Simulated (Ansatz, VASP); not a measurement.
**Cu in VASP and in Ansatz**

Contents of INCAR:

```
PREC = Accurate ; ENCUT = 600
EDIFF = 1E-6 ; ISMEAR = 0
SIGMA = 0.1 ; LREAL = F
LASPH = T ; NELM = 80
ALGO = Fast ; ISIF = 3
LWAVE = F ; LCHARG = F
GGA = PS ; IBRION = 2
NSW = 100 ; EDIFFG = -0.002
```

KPOINTS

```
regular mesh
0
Gamma
  16 16 16
```

The input POSCAR:

```
Cu
1.0
    0.0000000000      1.7818426872      1.7818426872
    1.7818426872      0.0000000000      1.7818426872
    1.7818426872      1.7818426872      0.0000000000
Cu
1
Direct
    0.0000000000      0.0000000000      0.0000000000
```

Input for Ansatz:

```yaml
crystal:
  lattice:
    - [0.0, 1.7818426866, 1.7818426866]
    - [1.7818426866, 0.0, 1.7818426866]
    - [1.7818426866, 1.7818426866, 0.0]
  atoms:
    - { symbol: Cu, position: [0.0, 0.0, 0.0] }
basis:
  ecutwfc: 420
kpoints:
  mp_grid: { grid: [16, 16, 16] }
hamiltonian:
  xc: pbesol
  pseudopotentials: { kind: paw, azcp: { folder: soft_1 } }
scf:
  occupations: { method: gaussian, width: 0.1 }
output:
  forces: true
  stress: true
  eigenvalues: true
  write_density: true
  write_potential: true
  elf: true
  volumetric_format: npy
relax:
  adjacent_minimum: "off"
  f_tol: 0.002
  max_steps: 80
  cell: { stress_tol: 0.02 }
```

Alike in both runs: task relaxation of cell and atoms; functional PBEsol; k mesh 16 × 16 × 16; occupations gaussian, width 0.1 eV; no spin polarisation.

|  | VASP | Ansatz |
| --- | --- | --- |
| version | VASP 6.6.1 | Ansatz 0.2.0 |
| potentials or method | VASP PAW PBE potentials, release 64 (Cu), cutoff 600 eV | scalar-relativistic, plane waves, PAW |
| valence electrons in the cell | 11 | 19 |

|  | VASP | Ansatz | Ansatz less VASP |
| --- | --- | --- | --- |
| gap on the k mesh at the Fermi level, each at its own relaxed structure (eV) | none | none | - |
| relaxed volume (Å³/atom) | 11.38 | 11.32 | -0.061 |
| relaxed cell length with the largest relative difference (Å) | 2.525 | 2.520 | -0.0045 |

VASP's potentials were made for PBE, not for PBEsol, and Ansatz warns of the same on its side. A gap of «none» marks a metal or a gap that the smearing closes. VASP's potentials hold 11 valence electrons a cell and Ansatz's 19, so a difference there can come from the potentials and not from the codes.
